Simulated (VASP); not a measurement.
Te:

```
CELL_PARAMETERS angstrom
4.31951 0.00000 0.00000
-2.15975 3.74080 0.00000
0.00000 0.00000 5.94425
ATOMIC_POSITIONS crystal
Te 0.28486 0.00000 0.33333
Te 0.00000 0.28486 0.66667
Te 0.71514 0.71514 0.00000
```

Base run:

| Quantity | Value |
| --- | --- |
| Program | VASP 6.6.1 |
| Functional | r2SCAN |
| Potentials or basis | VASP PAW PBE potentials, release 64 (Te) |
| Cutoff | 520 eV |
| k mesh | 8 × 8 × 5 |
| Occupations | fermi-dirac, width 0.05 eV |
| Spin | no spin polarisation |

Its results: band gap on the k mesh 0.56 eV, indirect (least direct gap 0.72 eV); pressure 2.1 GPa.

**Question.** The run is repeated on the same cell with these changes: functional from r2SCAN to PBEsol; further incar settings from ALGO = Normal; EDIFF = 1e-06; NBANDS = 16 to ALGO = Normal; EDIFF = 1e-07; NBANDS = 16. What comes out?

**Answer.** Band gap on the k mesh 0.47 eV, indirect (least direct gap 0.61 eV); pressure 0.1 GPa.

Caveats: the PAW data sets were made with another functional, which shifts forces and pressure a little; spin-orbit coupling is left out, which moves the levels of the heavy elements.

A k mesh can miss the band edges.
